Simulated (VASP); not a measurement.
ZnF2: single point with PBE

Crystal: ZnF2.

```xyz
6
Lattice="4.7404 0.0000 0.0000 0.0000 4.7404 0.0000 0.0000 0.0000 3.1582" Properties=species:S:1:pos:R:3 pbc="T T T"
Zn    0.0000    0.0000    0.0000
Zn    2.3702    2.3702    1.5791
F     1.4379    1.4379    0.0000
F     0.9323    3.8081    1.5791
F     3.3025    3.3025    0.0000
F     3.8081    0.9323    1.5791
```

| Item | Value |
| --- | --- |
| Program | VASP 6.6.1 |
| Task | single point |
| Functional | PBE |
| Potentials or basis | VASP PAW PBE potentials, release 64 (Zn, F) |
| Cutoff | 600 eV |
| k mesh | 6 × 6 × 8 |
| Occupations | gaussian, width 0.02 eV |
| Spin | no spin polarisation |

| Quantity | Value |
| --- | --- |
| Pressure | 3.7 GPa |
| Largest force | 0.007 eV/Å |
| Band gap on the k mesh | 3.46 eV |

Forces in eV/Å, atoms in the order of the input:
```
Zn   0.000  0.000  0.000
Zn   0.000  0.000  0.000
F   -0.005 -0.005  0.000
F    0.005 -0.005  0.000
F    0.005  0.005  0.000
F   -0.005  0.005  0.000
```

Stress tensor (GPa, compression positive):
```
3.58 0.00 0.00
0.00 3.58 0.00
0.00 0.00 3.94
```

Levels at points of the mesh, in eV from the valence-band top:
```tsv
k point	band 22	band 23	band 24	band 25	band 26	band 27	band 28	band 29	band 30	band 31
(0.00, 0.00, 0.00)	-1.42	-1.07	-0.32	-0.32	0.00	3.46	9.20	9.65	9.65	13.46
(0.50, 0.00, 0.00)	-1.50	-0.61	-0.61	-0.40	-0.40	6.04	6.04	10.54	10.54	12.90
(0.50, 0.50, 0.00)	-1.56	-1.17	-1.17	-0.34	-0.34	6.93	6.93	9.17	9.17	14.42
(0.00, 0.00, 0.50)	-1.29	-1.27	-1.27	-1.21	-1.21	8.15	8.15	11.84	11.84	13.11
(0.50, 0.00, 0.50)	-1.66	-1.25	-1.25	-0.05	-0.05	8.64	8.64	10.31	10.31	13.81
(0.50, 0.50, 0.50)	-1.38	-1.20	-1.20	-0.77	-0.77	7.98	7.98	11.50	11.50	12.21
```

It took 110 s on 1 thread of Intel(R) Xeon(R) Platinum 8124M CPU @ 3.00GHz (Skylake/Cascade Lake), with other jobs on the host, peak memory 0.27 GiB.

Caveat: the cell stands under pressure. A k mesh can miss the band edges.
